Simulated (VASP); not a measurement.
BN: single point with PBEsol

BN:

```
CELL_PARAMETERS angstrom
2.50378 0.00000 0.00000
0.00000 4.33667 0.00000
0.00000 0.00000 7.03410
ATOMIC_POSITIONS crystal
B 0.00000 0.33333 0.22452
B 0.50000 0.83333 0.25569
B 0.50000 0.16667 0.72452
B 0.00000 0.66667 0.75569
N 0.00000 0.33333 0.76139
N 0.50000 0.83333 0.75388
N 0.50000 0.16667 0.26139
N 0.00000 0.66667 0.25388
```

This cell differs from its parent crystal: atoms displaced along a vibrational mode.

```
Program                : VASP 6.6.1
Task                   : single point
Functional             : PBEsol
Potentials or basis    : VASP PAW PBE potentials, release 64 (B, N)
Cutoff                 : 600 eV
k mesh                 : 10 × 6 × 4
Occupations            : gaussian, width 0.05 eV
Spin                   : no spin polarisation
Dipole correction      : no
Further INCAR settings : ALGO = Normal; EDIFF = 1e-06; NBANDS = 26
```

```json
{
  "Pressure": "-2.1 GPa",
  "Largest force": "3.283 eV/Å",
  "Band gap on the k mesh": "3.11 eV (least direct gap 3.41 eV)"
}
```

Forces in eV/Å, atoms in the order of the input:
```
B    0.000 -0.225  3.275
B    0.000 -0.031 -0.058
B    0.000  0.225  3.275
B    0.000  0.031 -0.058
N    0.000 -0.469 -2.147
N    0.000  0.229 -1.071
N    0.000  0.469 -2.147
N    0.000 -0.229 -1.071
```

Stress tensor (GPa, compression positive):
```
-0.97  0.00  0.00
 0.00 -1.11  0.00
 0.00  0.00 -4.33
```

Levels at points of the mesh, in eV from the valence-band top:
```tsv
k point	band 12	band 13	band 14	band 15	band 16	band 17	band 18	band 19	band 20	band 21
(0.00, 0.00, 0.00)	-1.54	-1.11	-1.09	-0.84	-0.30	3.11	5.06	5.36	9.05	9.21
(0.50, 0.00, 0.00)	-5.79	-1.69	-1.69	-0.66	-0.66	5.19	5.19	5.74	5.74	9.96
(0.00, 0.50, 0.00)	-2.92	-2.90	-2.84	-2.58	-2.54	5.18	6.38	7.87	8.53	9.01
(0.50, 0.50, 0.00)	-3.98	-1.32	-1.32	-0.54	-0.54	4.00	4.00	5.09	5.09	9.37
(0.00, 0.00, 0.50)	-1.61	-1.10	-1.10	-0.61	-0.61	4.13	4.13	6.84	6.84	9.74
(0.50, 0.00, 0.50)	-5.79	-1.29	-1.29	-1.09	-1.09	5.19	5.19	5.58	5.58	10.71
(0.00, 0.50, 0.50)	-3.63	-2.94	-2.94	-2.56	-2.56	6.52	6.52	7.80	7.80	9.67
(0.50, 0.50, 0.50)	-3.99	-1.02	-1.02	-0.83	-0.83	4.30	4.30	4.52	4.52	9.71
```

Run time: 66 s on 1 thread of Intel(R) Xeon(R) 6975P-C (Granite Rapids), with other jobs on the host, peak memory 0.26 GiB.

Caveat: the cell differs from its parent crystal (atoms displaced along a vibrational mode); the PAW data sets were made with another functional, which shifts forces and pressure a little; this functional lacks dispersion, which binds the layers, so the pressure and a relaxed spacing across them are unreliable. A k mesh can miss the band edges.
